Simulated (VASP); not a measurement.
A run of VASP 6.6.1 is set up as follows.

The input INCAR:

```
SYSTEM = Re
PREC = Accurate
ENCUT = 520
EDIFF = 1E-6
ISMEAR = -1
SIGMA = 0.1
LREAL = .FALSE.
LASPH = .TRUE.
NELM = 80
ALGO = Normal
ISIF = 2
LWAVE = .FALSE.
LCHARG = .FALSE.
GGA = B5
ALDAX = 1.0
AGGAX = 1.0
AGGAC = 1.0
ALDAC = 0.0
NBANDS = 22
```

The input KPOINTS:

```
Automatic mesh
0
G
  14 14 4
  0 0 0
```

The input POSCAR:

```
Re
1.0
    2.8877209559      0.0000000000      0.0000000000
   -1.4438604779      2.5008397069      0.0000000000
    0.0000000000      0.0000000000      9.2889162248
Re
4
Direct
    1.0000000000      0.0000000000      1.0000000000
    1.0000000000      0.0000000000      0.5000000000
    0.3333333333      0.6666666667      0.2500000000
    0.6666666667      0.3333333333      0.7500000000
```

Potentials or basis: VASP PAW PBE potentials, release 64 (Re).

Run with:

```bash
$ cat potpaw_PBE.64/Re/POTCAR > POTCAR
$ mpirun -np 1 vasp_std > vasp.out
```

Task: What does it give for the band gap on the k mesh?

Result: Zero (bands 14 and 15 overlap by 2.28 eV).

Task: Predict the pressure.

Result: -19.7 GPa.

Stress tensor (GPa, compression positive):
```
-19.53   0.00   0.00
  0.00 -19.53   0.00
  0.00   0.00 -20.03
```

Caveat: the cell stands under tension; the PAW data sets were made with another functional, which shifts forces and pressure a little; spin-orbit coupling is left out, which moves the levels of the heavy elements.
